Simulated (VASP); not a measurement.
A run of VASP 6.6.1 is set up as follows.

The input INCAR:

```
SYSTEM = Hf2Si
  PREC = Accurate
  ENCUT = 520
  EDIFF = 1E-7
  ISMEAR = 0
  SIGMA = 0.1
  LREAL = .FALSE.
  LASPH = .TRUE.
  NELM = 80
  ALGO = Fast
  ISIF = 2
  LWAVE = .FALSE.
  LCHARG = .FALSE.
  GGA = PS
  NBANDS = 60
```

File KPOINTS:

```
Automatic mesh
0
G
  6 6 8
  0 0 0
```

Contents of POSCAR:

```
Hf2Si
1.0
    6.3804388394      0.0000000000      0.0000000000
    0.0000000000      6.3804388394      0.0000000000
    0.0000000000      0.0000000000      5.2068266692
Hf Si
8 4
Direct
    0.1569163931      0.3430836069      0.0000000000
    0.8430836069      0.3430836069      0.5000000000
    0.8430836069      0.6569163931      0.0000000000
    0.1569163931      0.6569163931      0.5000000000
    0.6569163931      0.8430836069      0.5000000000
    0.3430836069      0.8430836069      0.0000000000
    0.3430836069      0.1569163931      0.5000000000
    0.6569163931      0.1569163931      0.0000000000
    0.0000000000      0.0000000000      0.2500000000
    0.0000000000      0.0000000000      0.7500000000
    0.5000000000      0.5000000000      0.7500000000
    0.5000000000      0.5000000000      0.2500000000
```

Potentials or basis: VASP PAW PBE potentials, release 64 (Hf_pv, Si).

Launch:

```console
$ cat potpaw_PBE.64/Hf_pv/POTCAR potpaw_PBE.64/Si/POTCAR > POTCAR
$ mpirun -np 1 vasp_std > vasp.out
```

(1) Estimate the band gap on the k mesh.

(2) Estimate the pressure.

(3) What does it give for the largest force?

## Answers

(1) zero (band 48 reaches 6.97 eV, above the bottom of band 49 at 6.10 eV).

(2) 4.2 GPa.

(3) 0.012 eV/Å.

Caveat: the cell differs from its parent crystal (biaxial strain in the a-b plane: -2.0 %, then relaxed in part); the PAW data sets were made with another functional, which shifts forces and pressure a little; spin-orbit coupling is left out, which moves the levels of the heavy elements.
